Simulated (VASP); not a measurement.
Set up this calculation in VASP 6.6.1, as the native input.

| Item | Value |
| --- | --- |
| Task | density of states |
| Functional | PBE |
| Potentials or basis | VASP PAW PBE potentials, release 64 (Pd) |
| Cutoff | 520 eV |
| k mesh | 18 × 18 × 18 |
| Occupations | gaussian, width 0.05 eV |
| Spin | no spin polarisation |
| Dipole correction | no |
| k mesh for the DOS | 27 × 27 × 27 |
| Occupations for the DOS | tetrahedron |
| Further INCAR settings | ALGO = Normal; EDIFF = 1e-06 |

The system is Pd.

```
Pd
1.0
     0.00000    1.97097    1.97097
     1.97097    0.00000    1.97097
     1.97097    1.97097    0.00000
Pd
1
Direct
  0.00000 0.00000 0.00000
```

One way to write it, as run:

POSCAR

```
Pd
1.0
    0.0000000000      1.9709678968      1.9709678968
    1.9709678968      0.0000000000      1.9709678968
    1.9709678968      1.9709678968      0.0000000000
Pd
1
Direct
    0.0000000000      0.0000000000      0.0000000000
```

INCAR.step1

```
SYSTEM = Pd
ALGO = Normal
EDIFF = 1E-6
ENCUT = 520
GGA = PE
ISIF = 2
ISMEAR = 0
LASPH = .TRUE.
LCHARG = .TRUE.
LMAXMIX = 4
LREAL = .FALSE.
LWAVE = .FALSE.
NBANDS = 11
NELM = 100
PREC = Accurate
SIGMA = 0.05
```

KPOINTS.step1

```
k-points
0
G
  18 18 18
  0 0 0
```

INCAR.step2

```
SYSTEM = Pd
ALGO = Normal
EDIFF = 1E-6
ENCUT = 520
GGA = PE
ICHARG = 11
ISIF = 2
ISMEAR = -5
LASPH = .TRUE.
LCHARG = .FALSE.
LMAXMIX = 4
LORBIT = 11
LREAL = .FALSE.
LWAVE = .FALSE.
NEDOS = 2001
NELM = 100
PREC = Accurate
SIGMA = 0.05
```

KPOINTS.step2

```
k-points
0
G
  27 27 27
  0 0 0
```

Potentials or basis: VASP PAW PBE potentials, release 64 (Pd).

The run is started by

```sh
$ cat potpaw_PBE.64/Pd/POTCAR > POTCAR
$ cp INCAR.step1 INCAR
$ cp KPOINTS.step1 KPOINTS
$ mpirun -np 1 vasp_std > vasp.out
$ cp INCAR.step2 INCAR
$ cp KPOINTS.step2 KPOINTS
$ mpirun -np 1 vasp_std > vasp.out
```

It gave:

- Valence electrons inside the program's atomic spheres: Pd 9.37

Run time: 37 s on 1 thread of Intel(R) Xeon(R) Platinum 8559C (Emerald Rapids), on a shared host, peak memory 0.21 GiB.
